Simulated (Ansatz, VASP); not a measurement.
One calculation of MnSi, two programs

```
Mn Si
1.0
     4.52545    0.00000    0.00000
     0.00000    4.52545    0.00000
     0.00000    0.00000    4.52545
Mn Si
4 4
Direct
  0.13962 0.13962 0.13962
  0.36038 0.86038 0.63962
  0.63962 0.36038 0.86038
  0.86038 0.63962 0.36038
  0.84556 0.84556 0.84556
  0.65444 0.15444 0.34556
  0.34556 0.65444 0.15444
  0.15444 0.34556 0.65444
```

Alike in both runs: functional r2SCAN; k mesh 8 × 8 × 8; occupations gaussian, width 0.05 eV; collinear spin.

Ansatz relaxed the structure, and its values are those at the end. VASP's run is a single point on that final structure, the one shown.

|  | VASP | Ansatz |
| --- | --- | --- |
| version | VASP 6.6.1 | Ansatz 0.2.0 |
| potentials or method | VASP PAW PBE potentials, release 64 (Mn_pv, Si), cutoff 520 eV | scalar-relativistic, plane waves, PAW |
| valence electrons in the cell | 68 | 76 |

Ansatz gave:

- gap on the k mesh at the Fermi level (eV): none
- pressure (GPa): 4.1
- rms of the force components (eV/Å): 0.000
- net moment per atom (μB): 1.01
- size of the moment on the site where the two differ most (μB): 2.16

Question: Estimate VASP's values.

Answer: gap on the k mesh at the Fermi level (eV): none; pressure (GPa): -6.6; rms of the force components (eV/Å): 0.221; net moment per atom (μB): 0.50; size of the moment on the site where the two differ most (μB): 1.14.

The net moments are unlike, so the other rows may belong to different states. VASP's potentials were made for PBE, not for r2SCAN. Site moments also hang on the region over which each program counts them. A gap of «none» marks a metal or a gap that the smearing closes. VASP's potentials hold 68 valence electrons a cell and Ansatz's 76, so a difference there can come from the potentials and not from the codes. Ansatz's warnings: stress scf threshold loose.
